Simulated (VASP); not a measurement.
# BaTiO3 (Amm2) in VASP: further runs

Runs on BaTiO3. Level: PBE. Tasks: single point.

All numbers are computed with VASP 6.6.1; they aren't measurements. Logs are shortened: lines on timing, memory, paths and dates and some standing lists are left out, and cuts for length are marked.

**1. The cell of the first run**

It takes space group Amm2 (No. 38, orthorhombic). Conventional cell: a = 3.930 Å, b = 5.597 Å, c = 5.615 Å, α = 90.00°, β = 90.00°, γ = 90.00°. Ba (site symmetry mm2) has 12 O at 2.76 to 2.85 Å and 8 Ti at 3.39 to 3.46 Å within 3.6 Å. Within 2.6 Å of Ti (site symmetry mm2) lie 6 O at 1.93 to 2.04 Å. Within 2.6 Å of O (site symmetry mm2) lie 2 Ti at 1.97 Å. O (site symmetry m) has 2 Ti at 1.93 to 2.04 Å within 2.6 Å.

**2. Single point, PBE (12.35 Å³/atom)**

Input file INCAR:

```
ALGO     = Normal         # electronic algorithm
EDIFF    = 1E-6           # SCF threshold, eV
ENCUT    = 520            # plane-wave cutoff, eV
GGA      = PE             # functional
ISIF     = 2              # what is computed and relaxed
ISMEAR   = -1             # smearing method
LASPH    = True           # aspherical terms in the spheres
LCHARG   = False          # write CHGCAR
LREAL    = False          # projectors in reciprocal space
LWAVE    = False          # write WAVECAR
NBANDS   = 28             # bands
NELM     = 80             # most SCF steps
PREC     = Accurate       # precision mode
SIGMA    = 0.05           # smearing width, eV
```

Input file KPOINTS:

```
k-points
0
Gamma
  8 8 8
```

Input file POSCAR:

```
BaTiO3
1.0
    3.9302542101      0.0000000000      0.0000000000
    0.0000000000      2.7987067862      2.8073385284
    0.0000000000     -2.7987067862      2.8073385284
Ba Ti O
1 1 3
Direct
    0.0000000000      0.0000000000      0.0000000000
    0.5000000000      0.5079000000      0.5079000000
    0.0000000000      0.4921000000      0.4921000000
    0.5000000000      0.5025100000      0.9937100000
    0.5000000000      0.9937100000      0.5025100000
```

Potentials or basis: VASP PAW PBE potentials, release 64 (Ba_sv, Ti_sv, O).

Launch:

```
$ cat potpaw_PBE.64/Ba_sv/POTCAR potpaw_PBE.64/Ti_sv/POTCAR potpaw_PBE.64/O/POTCAR > POTCAR
$ mpirun -np 1 vasp_std > vasp.out
```

OUTCAR:

```text
EDIFF = 1E-6
   ENCUT = 520
   GGA = PE
   ISIF = 2
   ISMEAR = -1
   LASPH = True
   LREAL = False
   NELM = 80
   PREC = Accurate

 ion  position               nearest neighbor table
   1  0.000  0.000  0.000-   3 2.76   4 2.78   5 2.78   4 2.78   5 2.78   4 2.80   5 2.80   5 2.80
                             4 2.80   3 2.80   3 2.80   3 2.85   2 3.39   2 3.39   2 3.42   2 3.42
   2  0.500  0.508  0.508-   4 1.93   5 1.93   3 1.97   3 1.97   5 2.04   4 2.04   1 3.39   1 3.39
                             1 3.42   1 3.42   1 3.42   1 3.42   1 3.46   1 3.46
   3  0.000  0.492  0.492-   2 1.97   2 1.97   1 2.76   1 2.80   1 2.80   1 2.85
   4  0.500  0.503  0.994-   2 1.93   2 2.04   1 2.78   1 2.78   1 2.80   1 2.80
   5  0.500  0.994  0.503-   2 1.93   2 2.04   1 2.78   1 2.78   1 2.80   1 2.80

  LATTYP: Found a base centered orthorhombic cell.
 ALAT       =     5.5974135724
 B/A-ratio  =     1.0030841895
 C/A-ratio  =     0.7021554079

  Lattice vectors:

 A1 = (   0.0000000000,   2.7987067862,  -2.8073385284)
 A2 = (   0.0000000000,   2.7987067862,   2.8073385284)
 A3 = (   3.9302542101,   0.0000000000,   0.0000000000)

Analysis of symmetry for initial positions (statically):
=====================================================================
 Subroutine PRICEL returns:
 Original cell was already a primitive cell.

 Routine SETGRP: Setting up the symmetry group for a
 base centered orthorhombic supercell.

 Subroutine GETGRP returns: Found  4 space group operations
 (whereof  4 operations were pure point group operations)
 out of a pool of  8 trial point group operations.

The static configuration has the point symmetry C_2v.

Analysis of symmetry for dynamics (positions and initial velocities):
=====================================================================
 Subroutine PRICEL returns:
 Original cell was already a primitive cell.

 Routine SETGRP: Setting up the symmetry group for a
 base centered orthorhombic supercell.

 Subroutine GETGRP returns: Found  4 space group operations
 (whereof  4 operations were pure point group operations)
 out of a pool of  8 trial point group operations.

The dynamic configuration has the point symmetry C_2v.

 Subroutine INISYM returns: Found  4 space group operations
 (whereof  4 operations are pure point group operations),
 and found     1 'primitive' translations

[... 94 lines left out ...]
   ISPIN  =      1    spin polarized calculation?
   LNONCOLLINEAR =      F non collinear calculations
   LSORBIT =      F    spin-orbit coupling
   LASPH  =      T    aspherical Exc in radial PAW
   ENCUT  =  520.0 eV  38.22 Ry    6.18 a.u.   7.31  7.37  7.37*2*pi/ulx,y,z
   NELM   =     80;   NELMIN=  2; NELMDL= -5     # of ELM steps
   EDIFF  = 0.1E-05   stopping-criterion for ELM
   LREAL  =      F    real-space projection
   EDIFFG = 0.1E-04   stopping-criterion for IOM
   NSW    =      0    number of steps for IOM
   IBRION =     -1    ionic relax: 0-MD 1-quasi-New 2-CG
   NFREE  =      0    steps in history (QN), initial steepest desc. (CG)
   ISIF   =      2    stress and relaxation
   ISYM   =      2    0-nonsym 1-usesym 2-fastsym
   POTIM  = 0.5000    time-step for ionic-motion
   TEBEG  =    0.0;   TEEND  =   0.0 temperature during run
   PSTRESS=    0.0 pullay stress
   NELECT =      40.0000    total number of electrons
   NUPDOWN=      -1.0000    fix difference up-down
   EMIN   =  10.00;   EMAX   =-10.00  energy-range for DOS
   EFERMI =   0.00;   METHOD = LEGACY
   ISMEAR =    -1;   SIGMA  =   0.05  broadening in eV -4-tet -1-fermi 0-gaus
   EFERMI_NEDOS =   21; number of points for ismear=-14 and -15
   IALGO  =     38    algorithm
   IMIX   =      4    mixing-type and parameters
     AMIX     =   0.40;   BMIX     =  1.00
     AMIX_MAG =   1.60;   BMIX_MAG =  1.00
  volume/ion in A,a.u.               =      12.35        83.35
  Fermi-wavevector in a.u.,A,eV,Ry     =   1.416426  2.676657 27.296860  2.006263
  Thomas-Fermi vector in A             =   2.537762
   LORBIT       =      0    0 simple, 1 ext, 2 COOP (PROOUT), +10 PAW based schemes
   GGA     = PE    functional components
   LHFCALC =     F    Hartree Fock is set to
   AEXX    =    0.0000 exact exchange contribution
   IVDW    =     0    specifies the selected vdW correction
   LEPSILON=     F    determine dielectric tensor
   LRPA    =     F    only Hartree local field effects (RPA)
 non-spin polarized calculation
  energy-cutoff  :      520.00
  volume of cell :       61.76
 maximum number of plane-waves:      1703
 NGX is ok and might be reduce to    30
   NGX = 15   NGY = 15   NGZ = 15

 number of electron      40.0000008 magnetization

 Free energy of the ion-electron system (eV)
  ---------------------------------------------------
  ext. energy  EPLUGINS =         0.00000000
  ---------------------------------------------------
  free energy    TOTEN  =       -39.85096442 eV

  energy without entropy =      -39.85096442  energy(sigma->0) =      -39.85096442

 E-fermi :   5.0846     XC(G=0): -11.4569

 val. band max:        4.1306124098   @ k =   0.5000   0.5000   0.5000
 cond. band min:       6.0034178343   @ k =   0.0000   0.0000   0.0000
 fundamental gap:      1.8728054245
 Fermi energy:         5.0846085836

 k-point     1 :       0.0000    0.0000    0.0000
  band No.  band energies     occupation
      1     -52.3093      2.00000
      2     -28.5511      2.00000
      3     -28.5484      2.00000
      4     -28.5448      2.00000
      5     -20.6093      2.00000
      6     -12.8481      2.00000
[... 733 lines left out ...]
     27      12.3975      0.00000
     28      14.0173      0.00000

 [... further k-points ...]
[... 5 lines left out ...]
  --------------------------------------------------------------------------------------
  -------------------------------------------------------------------------------------
  Total        4.8024951      4.4677308      4.1631437      0.0000000      0.0000000      0.0000000
  in kB      124.5875622    115.9030204    108.0013444      0.0000000      0.0000000      0.0000000
  external PRESSURE =     116.1639756 kB  Pullay stress =       0.0000000 kB

 VOLUME and BASIS-vectors are now :
 -----------------------------------------------------------------------------
  energy-cutoff  :      520.00
  volume of cell :       61.76
      direct lattice vectors                 reciprocal lattice vectors
     3.930254210  0.000000000  0.000000000     0.254436468  0.000000000  0.000000000
     0.000000000  2.798706786  2.807338528     0.000000000  0.178653942  0.178104634
     0.000000000 -2.798706786  2.807338528     0.000000000 -0.178653942  0.178104634

 POSITION                                       TOTAL-FORCE (eV/Angst)
 -----------------------------------------------------------------------------------
      0.00000      0.00000      0.00000         0.000000      0.000000      0.090233
      1.96513      0.00000      2.85169         0.000000      0.000000      0.031713
      0.00000      0.00000      2.76298         0.000000      0.000000      0.081361
      1.96513     -1.37472      4.20040         0.000000     -0.107442     -0.101653
      1.96513      1.37472      4.20040         0.000000      0.107442     -0.101653
 -----------------------------------------------------------------------------------
    total drift:                                0.000000     -0.000000      0.000236

  FREE ENERGIE OF THE ION-ELECTRON SYSTEM (eV)
  ---------------------------------------------------
  free  energy   TOTEN  =       -39.8509644208 eV

  energy  without entropy=      -39.8509644204  energy(sigma->0) =      -39.85096442
```

Wall time 4.8 min (1 thread of Intel Xeon 8259CL, shared host); peak memory 0.31 GiB.

Results:

```yaml
Free_energy: -39.8510 eV
Pressure: 11.6 GPa
Largest_force: 0.148 eV/Å
Band_gap_on_the_k_mesh: 1.87 eV (least direct gap 2.01 eV)
```

Forces in eV/Å, atoms in the order of the input:
```
Ba   0.000  0.000  0.090
Ti   0.000  0.000  0.032
O    0.000  0.000  0.081
O    0.000 -0.107 -0.102
O    0.000  0.107 -0.102
```

Caveat: the cell stands under pressure; spin-orbit coupling is left out, which moves the levels of the heavy elements. A k mesh can miss the band edges.

**3. Single point, PBE (12.74 Å³/atom)**

This run uses another cell than the first one, of 12.74 Å³/atom.

Input file INCAR:

```
SYSTEM = BaTiO3
  ALGO = Normal
  EDIFF = 1E-6
  ENCUT = 520
  GGA = PE
  ISIF = 2
  ISMEAR = -1
  LASPH = .True.
  LCHARG = .False.
  LREAL = .False.
  LWAVE = .False.
  NBANDS = 28
  NELM = 60
  PREC = Accurate
  SIGMA = 0.05
```

Input file KPOINTS:

```
k-points
0
Gamma
  8 8 8
  0 0 0
```

POSCAR: that of step 2 with these lines changed.

```diff
@@ -2,5 +2,5 @@
 1.0
-    3.9302542101      0.0000000000      0.0000000000
-    0.0000000000      2.7987067862      2.8073385284
-    0.0000000000     -2.7987067862      2.8073385284
+    3.9707751513      0.0000000000      0.0000000000
+    0.0000000000      2.8275614676      2.8362822032
+    0.0000000000     -2.8275614676      2.8362822032
 Ba Ti O
```

Potentials or basis: VASP PAW PBE potentials, release 64 (Ba_sv, Ti_sv, O).

Launch:

```
$ cat potpaw_PBE.64/Ba_sv/POTCAR potpaw_PBE.64/Ti_sv/POTCAR potpaw_PBE.64/O/POTCAR > POTCAR
$ mpirun -np 1 vasp_std > vasp.out
```

It took 5.4 min on 1 thread of Intel Xeon 8259CL, shared host; peak memory 0.31 GiB.

It converged, with:

| Quantity | Value |
| --- | --- |
| Free energy | -39.9553 eV |
| Pressure | 5.5 GPa |
| Largest force | 0.165 eV/Å |
| Band gap on the k mesh | 1.81 eV (least direct gap 1.98 eV) |

Forces in eV/Å, atoms in the order of the input:
```
Ba   0.000  0.000  0.088
Ti   0.000  0.000  0.144
O    0.000  0.000  0.094
O    0.000 -0.027 -0.163
O    0.000  0.027 -0.163
```

Stress tensor (GPa, compression positive):
```
6.26 0.00 0.00
0.00 5.52 0.00
0.00 0.00 4.79
```

Levels at points of the mesh, in eV from the valence-band top:
| k point | band 18 | band 19 | band 20 | band 21 | band 22 | band 23 |
| --- | --- | --- | --- | --- | --- | --- |
| (0.00, 0.00, 0.00) | -0.24 | -0.20 | -0.17 | 1.81 | 1.84 | 1.92 |
| (0.50, 0.00, 0.00) | -1.81 | -0.78 | -0.74 | 1.99 | 3.57 | 3.60 |
| (0.00, 0.50, 0.00) | -1.74 | -0.77 | -0.73 | 2.01 | 3.53 | 3.55 |
| (0.50, 0.50, 0.00) | -0.86 | -0.86 | -0.09 | 3.55 | 3.60 | 3.98 |
| (0.00, 0.50, 0.50) | -0.92 | -0.89 | -0.13 | 3.54 | 3.57 | 3.95 |
| (0.50, 0.50, 0.50) | -0.03 | 0.00 | 0.00 | 4.21 | 4.22 | 4.24 |

Caveat: the cell stands under pressure; spin-orbit coupling is left out, which moves the levels of the heavy elements. A k mesh can miss the band edges.

(Part 1 of 2 ends here.)
